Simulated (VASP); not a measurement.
# TaN (P-6m2) in VASP: settings compared

Aim: see how the results for TaN move with the level of theory and the settings. Levels: LDA, r2SCAN. Tasks: relaxation of cell and atoms, single point.

Everything below comes from runs of VASP 6.6.1. Logs are shortened: lines on timing, memory, paths and dates and some standing lists are left out, and cuts for length are marked.

## 1. The cell of the first run

Symmetry: P-6m2, No. 187, hexagonal system. Conventional cell: a = 2.950 Å, b = 2.950 Å, c = 2.898 Å, α = 90.00°, β = 90.00°, γ = 120.00°. Ta (site symmetry -6m2) has 6 N at 2.24 Å and 8 Ta at 2.90 to 2.95 Å within 3.0 Å. N (site symmetry -6m2) has 6 Ta at 2.24 Å and 8 N at 2.90 to 2.95 Å within 3.0 Å.

## 2. Relaxation of cell and atoms, LDA

INCAR reads:

```
SYSTEM = TaN
PREC = Accurate
ENCUT = 600
EDIFF = 1E-7
ISMEAR = -1
SIGMA = 0.02
LREAL = .FALSE.
LASPH = .TRUE.
NELM = 60
ALGO = Normal
ISIF = 3
LWAVE = .FALSE.
LCHARG = .FALSE.
GGA = CA
IBRION = 2
NSW = 80
EDIFFG = -0.005
```

KPOINTS reads:

```
regular mesh
0
G
  12 12 8
  0 0 0
```

POSCAR reads:

```
TaN
1.0
    2.9499276979      0.0000000000      0.0000000000
   -1.4749638490      2.5547123257      0.0000000000
    0.0000000000      0.0000000000      2.8982382384
Ta N
1 1
Direct
    0.3333333333      0.6666666667      0.5000000000
    0.0000000000      0.0000000000      0.0000000000
```

Potentials or basis: VASP PAW LDA potentials, release 64 (Ta_pv, N).

Started as:

```
> cat potpaw_LDA.64/Ta_pv/POTCAR potpaw_LDA.64/N/POTCAR > POTCAR
> mpirun -np 1 vasp_std > vasp.out
```

OUTCAR:

```text
SYSTEM = TaN
   PREC = Accurate
   ENCUT = 600
   EDIFF = 1E-7
   ISMEAR = -1
   LREAL = .FALSE.
   LASPH = .TRUE.
   NELM = 60
   ISIF = 3
   GGA = CA
   IBRION = 2
   NSW = 80
   EDIFFG = -0.005

 ion  position               nearest neighbor table
   1  0.333  0.667  0.500-   2 2.24   2 2.24   2 2.24   2 2.24   2 2.24   2 2.24
   2  0.000  0.000  0.000-   1 2.24   1 2.24   1 2.24   1 2.24   1 2.24   1 2.24

  LATTYP: Found a hexagonal cell.
 ALAT       =     2.9499276979
 C/A-ratio  =     0.9824777199

  Lattice vectors:

 A1 = (   2.9499276979,   0.0000000000,   0.0000000000)
 A2 = (  -1.4749638490,   2.5547123257,   0.0000000000)
 A3 = (   0.0000000000,   0.0000000000,   2.8982382384)

Analysis of symmetry for initial positions (statically):
=====================================================================
 Subroutine PRICEL returns:
 Original cell was already a primitive cell.

 Routine SETGRP: Setting up the symmetry group for a
 hexagonal supercell.

 Subroutine GETGRP returns: Found 12 space group operations
 (whereof 12 operations were pure point group operations)
 out of a pool of 24 trial point group operations.

The static configuration has the point symmetry D_3h.

Analysis of symmetry for dynamics (positions and initial velocities):
=====================================================================
 Subroutine PRICEL returns:
 Original cell was already a primitive cell.

 Routine SETGRP: Setting up the symmetry group for a
 hexagonal supercell.

 Subroutine GETGRP returns: Found 12 space group operations
 (whereof 12 operations were pure point group operations)
 out of a pool of 24 trial point group operations.

The dynamic configuration has the point symmetry D_3h.

 Subroutine INISYM returns: Found 12 space group operations
 (whereof 12 operations are pure point group operations),
 and found     1 'primitive' translations

----------------------------------------------------------------------------------------

                                     Primitive cell

  volume of cell :      21.8418

  direct lattice vectors                    reciprocal lattice vectors
     2.949927698  0.000000000  0.000000000     0.338991359  0.195716753  0.000000000
    -1.474963849  2.554712326  0.000000000     0.000000000  0.391433505  0.000000000
     0.000000000  0.000000000  2.898238238     0.000000000  0.000000000  0.345037198

[... 115 lines left out ...]
 non-spin polarized calculation
  energy-cutoff  :      600.00
  volume of cell :       21.84
 maximum number of plane-waves:       744
 NGX is ok and might be reduce to    24
   NGX = 11   NGY = 11   NGZ = 11

--------------------------------------- Ionic step        1  -------------------------------------------

 number of electron      16.0000002 magnetization

 Free energy of the ion-electron system (eV)
  ---------------------------------------------------
  ext. energy  EPLUGINS =         0.00000000
  ---------------------------------------------------
  free energy    TOTEN  =       -24.67933184 eV

  energy without entropy =      -24.67922356  energy(sigma->0) =      -24.67927770

------------------------ aborting loop because EDIFF is reached ----------------------------------------

  FORCE on cell =-STRESS in cart. coord.  units (eV):
  Direction    XX          YY          ZZ          XY          YZ          ZX
  --------------------------------------------------------------------------------------
  -------------------------------------------------------------------------------------
  Total       -1.8360982     -1.8360982     -2.1678705      0.0000000      0.0000000     -0.0000000
  in kB     -134.6849361   -134.6849361   -159.0217285      0.0000000      0.0000000     -0.0000000
  external PRESSURE =    -142.7972003 kB  Pullay stress =       0.0000000 kB
[... 89 lines left out ...]
  FREE ENERGIE OF THE ION-ELECTRON SYSTEM (eV)
  ---------------------------------------------------
  free  energy   TOTEN  =       -24.7197048274 eV

  energy  without entropy=      -24.7196047082  energy(sigma->0) =      -24.71965477

[... ionic steps 4 to 7 ...]

--------------------------------------- Ionic step        8  -------------------------------------------

 number of electron      16.0000000 magnetization

------------------------ aborting loop because EDIFF is reached ----------------------------------------
[... 67 lines left out ...]
--------------------------------------- Ionic step       10  -------------------------------------------

 number of electron      16.0000000 magnetization

 Free energy of the ion-electron system (eV)
  ---------------------------------------------------
  ext. energy  EPLUGINS =         0.00000000
  ---------------------------------------------------
  free energy    TOTEN  =       -24.71981673 eV

  energy without entropy =      -24.71971615  energy(sigma->0) =      -24.71976644

 E-fermi :   8.4473     XC(G=0): -13.7305

 val. band max:        8.4278822230   @ k =   0.0000   0.0000   0.3750
 cond. band min:       8.5317955162   @ k =   0.0833  -0.0000   0.5000
 fundamental gap:      0.1039132932
 Fermi energy:         8.4472943848

 k-point     1 :       0.0000    0.0000    0.0000
  band No.  band energies     occupation
      1     -26.1502      2.00000
      2     -25.8709      2.00000
      3     -25.8709      2.00000
      4      -9.3418      2.00000
      5       3.7371      2.00000
      6       3.7371      2.00000
      7       4.0758      2.00000
      8       5.4990      2.00000
      9      10.9804      0.00000
     10      12.1113      0.00000
     11      12.1113      0.00000
     12      12.4937      0.00000
[... 331 lines left out ...]
 k-point    24 :       0.3333   -0.0000    0.1250
  band No.  band energies     occupation
      1     -26.7350      2.00000
      2     -26.1726      2.00000
      3     -26.0525      2.00000
      4      -7.4457      2.00000
      5       0.7523      2.00000
      6       3.1807      2.00000
      7       4.5982      2.00000
      8       5.8099      2.00000
      9      11.1708      0.00000
     10      11.3657      0.00000
     11      13.0310      0.00000
     12      13.7851      0.00000

 [... further k-points ...]

------------------------ aborting loop because EDIFF is reached ----------------------------------------

  FORCE on cell =-STRESS in cart. coord.  units (eV):
  Direction    XX          YY          ZZ          XY          YZ          ZX
  --------------------------------------------------------------------------------------
  -------------------------------------------------------------------------------------
  Total        0.0000291      0.0000291      0.0027528     -0.0000000     -0.0000000     -0.0000000
  in kB        0.0022244      0.0022244      0.2103425     -0.0000000     -0.0000000     -0.0000000
  external PRESSURE =       0.0715971 kB  Pullay stress =       0.0000000 kB
[... 17 lines left out ...]
  FREE ENERGIE OF THE ION-ELECTRON SYSTEM (eV)
  ---------------------------------------------------
  free  energy   TOTEN  =       -24.7198167290 eV

  energy  without entropy=      -24.7197161543  energy(sigma->0) =      -24.71976644

 reached required accuracy - stopping structural energy minimisation
```

CONTCAR:

```text
TaN
   1.00000000000000
     2.9112251822754405    0.0000000000007569   -0.0000000000000000
    -1.4556125911864086    2.5211949639787332    0.0000000000000000
    -0.0000000000000000    0.0000000000000000    2.8568059648491682
  Ta              N
     1     1
Direct
     0.3333333332999970    0.6666666667000030    0.5000000000000000
     0.0000000000000000    0.0000000000000000    0.0000000000000000

  0.00000000E+00  0.00000000E+00  0.00000000E+00
  0.00000000E+00  0.00000000E+00  0.00000000E+00
```

Run time: 33 s. Hardware: 1 thread of Intel Xeon 6975P-C (Granite Rapids), shared host; peak memory 0.17 GiB.

Results:

- Free energy: -24.7198 eV
- Relaxed volume: 10.48 Å³/atom
- Relaxed cell: a = 2.911 Å, b = 2.911 Å, c = 2.857 Å, α = 90.00°, β = 90.00°, γ = 120.00°
- Space group after relaxing (to 0.1 Å): P-6m2 (No. 187)
- Energy gained by relaxing: 20.2 meV/atom
- Ionic steps: 10
- Pressure after relaxing: 0.0 GPa
- Band gap on the k mesh: zero (bands 8 and 9 overlap by 0.27 eV)

The path:
```
step  energy change (eV)  largest force (eV/Å)  pressure (GPa)  volume (Å³)
   1              0.0000                0.0000          -14.28        21.84
   2              0.2546                0.0000           49.67        18.91
   3             -0.0404                0.0000           -0.68        21.01
   4             -0.0404                0.0000           -0.12        20.98
   5             -0.0404                0.0000            0.18        20.96
   6             -0.0404                0.0000           -0.42        20.99
   7             -0.0405                0.0000           -0.10        20.97
   8             -0.0405                0.0000           -0.10        20.97
   9             -0.0405                0.0000            0.12        20.96
  10             -0.0405                0.0000            0.01        20.97
```

Final structure:
```
Ta N
1.0
     2.91123    0.00000    0.00000
    -1.45561    2.52119    0.00000
     0.00000    0.00000    2.85681
Ta N
1 1
Direct
  0.33333 0.66667 0.50000
  0.00000 0.00000 0.00000
```

Caveat: spin-orbit coupling is left out, which moves the levels of the heavy elements. Zero-point motion and thermal expansion aren't in these numbers.

(Part 1 of 2 ends here.)

The gap in the log of VASP goes by the Fermi energy; the results here count the filled bands.